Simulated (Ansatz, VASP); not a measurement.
# Two plane-wave programs on NaH

```xyz
4
Lattice="3.2714 0.0000 0.0000 0.0000 4.4767 0.0000 0.0000 0.0000 3.1205" Properties=species:S:1:pos:R:3 pbc="T T T"
Na    1.6357    2.2383    2.2071
Na    0.0000    0.0000    0.9133
H     0.0000    2.2383    0.6709
H     1.6357    0.0000    2.4496
```

Change from the starting cell: species swapped into the CrN type (Pmmn, No. 59).

Alike in both runs: task single point; functional PBE; k mesh 6 × 4 × 6; occupations gaussian, width 0.1 eV; no spin polarisation.

|  | VASP | Ansatz |
| --- | --- | --- |
| version | VASP 6.6.1 | Ansatz 0.2.0 |
| potentials or method | VASP PAW PBE potentials, release 64 (Na_pv, H), cutoff 500 eV | scalar-relativistic, plane waves, PAW |
| valence electrons in the cell | 16 | 20 |

VASP gave:

- gap on the k mesh at the Fermi level (eV): 3.98
- least direct gap on the mesh (eV): 5.05
- pressure (GPa): 7.1
- traceless stress, the component that is largest in VASP (GPa): -0.96
- rms of the force components (eV/Å): 0.087

**Question.** Estimate Ansatz's values.

**Answer.** gap on the k mesh at the Fermi level (eV): 3.99; least direct gap on the mesh (eV): 5.06; pressure (GPa): 7.2; traceless stress, the component that is largest in VASP (GPa): -0.96; rms of the force components (eV/Å): 0.087.

Atom by atom the forces differ by 0.000 eV/Å (rms over components). VASP's potentials hold 16 valence electrons a cell and Ansatz's 20, so a difference there can come from the potentials and not from the codes.
